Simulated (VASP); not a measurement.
# Hf: single point with r2SCAN

Hf:

```
Hf
1.0
    -1.57681    1.57681    2.36522
     1.57681   -1.57681    2.36522
     1.57681    1.57681   -2.36522
Hf
1
Direct
  0.00000 0.00000 0.00000
```

This cell differs from its parent crystal: ratio of the length along z to the lengths across it x 1.5, volume and fractional coordinates fixed.

```yaml
Program: VASP 6.6.1
Task: single point
Functional: r2SCAN
Potentials_or_basis: VASP PAW PBE potentials, release 64 (Hf_pv)
Cutoff: 520 eV
k_mesh: 20 × 20 × 20
Occupations: gaussian, width 0.15 eV
Spin: no spin polarisation
Dipole_correction: no
Further_INCAR_settings: ALGO = Normal; EDIFF = 1e-07; NBANDS = 11
```

```yaml
Pressure: -5.0 GPa
Band_gap_on_the_k_mesh: zero (bands 5 and 6 overlap by 1.94 eV)
```

Stress tensor (GPa, compression positive):
```
-3.96  0.00  0.00
 0.00 -3.96  0.00
 0.00  0.00 -7.21
```

Levels at points of the mesh, in eV from the Fermi level:
| k point | band 1 | band 2 | band 3 | band 4 | band 5 | band 6 | band 7 | band 8 | band 9 | band 10 |
| --- | --- | --- | --- | --- | --- | --- | --- | --- | --- | --- |
| (0.00, 0.00, 0.00) | -31.31 | -31.31 | -31.31 | -7.37 | 1.16 | 1.83 | 1.83 | 3.88 | 4.85 | 11.74 |
| (0.50, 0.00, 0.00) | -32.02 | -31.43 | -31.37 | -3.57 | 0.23 | 1.06 | 1.78 | 6.15 | 6.51 | 9.41 |
| (0.50, 0.50, 0.00) | -31.98 | -31.63 | -31.53 | -3.06 | -2.01 | 2.52 | 6.30 | 6.49 | 7.23 | 9.41 |
| (0.50, 0.50, 0.50) | -31.95 | -31.52 | -31.52 | -3.20 | -1.87 | 1.56 | 6.47 | 6.86 | 6.86 | 10.44 |

It took 2.5 min on 1 thread of Intel(R) Xeon(R) 6975P-C (Granite Rapids), on a shared host, peak memory 0.28 GiB.

Caveat: the cell stands under tension; the PAW data sets were made with another functional, which shifts forces and pressure a little; spin-orbit coupling is left out, which moves the levels of the heavy elements.
